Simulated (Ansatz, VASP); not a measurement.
## Ge: VASP beside Ansatz

File INCAR:

```
SYSTEM = Ge
PREC = Accurate
ENCUT = 520
EDIFF = 1E-6
ISMEAR = 0
SIGMA = 0.15
LREAL = .FALSE.
LASPH = .TRUE.
NELM = 80
ALGO = Normal
ISIF = 2
LWAVE = .FALSE.
LCHARG = .FALSE.
GGA = PS
NBANDS = 21
```

File KPOINTS:

```
regular mesh
0
G
  18 18 10
  0 0 0
```

The input POSCAR:

```
Ge
1.0
    1.5103737189     -2.6336099541      0.0000000000
    1.5103737189      2.6336099541      0.0000000000
    0.0000000000      0.0000000000      4.7275957900
Ge
2
Direct
    0.6665533700      0.3334466300      0.2500000000
    0.3334466300      0.6665533700      0.7500000000
```

Input for Ansatz:

```yaml
crystal:
  lattice:
    - [1.5103737189, -2.6336099541, 0.0]
    - [1.5103737189, 2.6336099541, 0.0]
    - [0.0, 0.0, 4.72759579]
  atoms:
    - { symbol: Ge, position: [0.66655337, 0.33344663, 0.25] }
    - { symbol: Ge, position: [0.33344663, 0.66655337, 0.75] }
basis:
  ecutwfc: 420
kpoints:
  mp_grid: { grid: [18, 18, 10] }
hamiltonian:
  xc: pbesol
scf:
  occupations: { method: gaussian, width: 0.15 }
output:
  forces: true
  stress: true
  eigenvalues: true
  write_density: true
  write_potential: true
  elf: true
  volumetric_format: npy
```

Change from the starting cell: strain +0.0150 x Voigt [1, 1, 0, 0, 0, 0], atoms carried along.

Alike in both runs: task single point; functional PBEsol; k mesh 18 × 18 × 10; occupations gaussian, width 0.15 eV; no spin polarisation.

|  | VASP | Ansatz |
| --- | --- | --- |
| version | VASP 6.6.1 | Ansatz 0.2.0 |
| potentials or method | VASP PAW PBE potentials, release 64 (Ge_d), cutoff 520 eV | scalar-relativistic, plane waves, PAW |
| valence electrons in the cell | 28 | 28 |

Ansatz gave:

| Item | Value |
| --- | --- |
| gap on the k mesh at the Fermi level (eV) | none |
| pressure (GPa) | -1.7 |
| traceless stress, the component that is largest in VASP (GPa) | 0.55 |

Q: Which values does VASP return?

A: gap on the k mesh at the Fermi level (eV): none; pressure (GPa): -1.6; traceless stress, the component that is largest in VASP (GPa): 0.55.

VASP's potentials were made for PBE, not for PBEsol. A gap of «none» marks a metal or a gap that the smearing closes. With one functional, cell and mesh, what is left measures potentials, basis and numerics.
